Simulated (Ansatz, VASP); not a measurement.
# One calculation of MgSc2C2, two programs

```
Mg Sc C
1.0
     3.96551    0.00000    0.00000
    -1.98275    3.43423    0.00000
     0.00000    0.00000    4.94754
Mg Sc C
1 2 2
Direct
  0.00000 0.00000 0.00000
  0.33333 0.66667 0.70981
  0.66667 0.33333 0.29019
  0.33333 0.66667 0.23207
  0.66667 0.33333 0.76793
```

Change from the starting cell: species swapped into the CaZn2P2 type (P-3m1, No. 164).

Alike in both runs: task relaxation of cell and atoms; functional PBE; k mesh 12 × 12 × 8; occupations gaussian, width 0.1 eV; no spin polarisation.

|  | VASP | Ansatz |
| --- | --- | --- |
| version | VASP 6.6.1 | Ansatz 0.2.0 |
| potentials or method | VASP PAW PBE potentials, release 64 (Mg, Sc_sv, C), cutoff 600 eV | scalar-relativistic, plane waves, PAW |
| valence electrons in the cell | 32 | 40 |

|  | VASP | Ansatz | Ansatz less VASP |
| --- | --- | --- | --- |
| gap on the k mesh at the Fermi level, each at its own relaxed structure (eV) | none | none | - |
| relaxed volume (Å³/atom) | 13.52 | 13.49 | -0.034 |
| relaxed length of the cell vector where the two differ most in proportion (Å) | 4.952 | 4.948 | -0.0042 |

A gap of «none» marks a metal or a gap that the smearing closes. VASP's potentials hold 32 valence electrons a cell and Ansatz's 40, so a difference there can come from the potentials and not from the codes.
